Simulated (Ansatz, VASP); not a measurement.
**One calculation of Os, two programs**

```
Os
1.0
     0.00000    1.95677    1.95677
     1.95677    0.00000    1.95677
     1.95677    1.95677    0.00000
Os
1
Direct
  0.00000 0.00000 0.00000
```

Alike in both runs: task single point; functional BLYP; k mesh 16 × 16 × 16; occupations fermi-dirac, width 0.1 eV; no spin polarisation.

|  | VASP | Ansatz |
| --- | --- | --- |
| version | VASP 6.6.1 | Ansatz 0.2.0 |
| potentials or method | VASP PAW PBE potentials, release 64 (Os_sv_GW), cutoff 560 eV | plane waves (420 eV) with PAW, scalar-relativistic |
| valence electrons in the cell | 16 | 16 |

```tsv
	VASP	Ansatz	Ansatz less VASP
pressure (GPa)	-0.2	-0.2	-0.02
```

VASP's potentials were made for PBE, not for BLYP.

Spin-orbit coupling is off throughout.
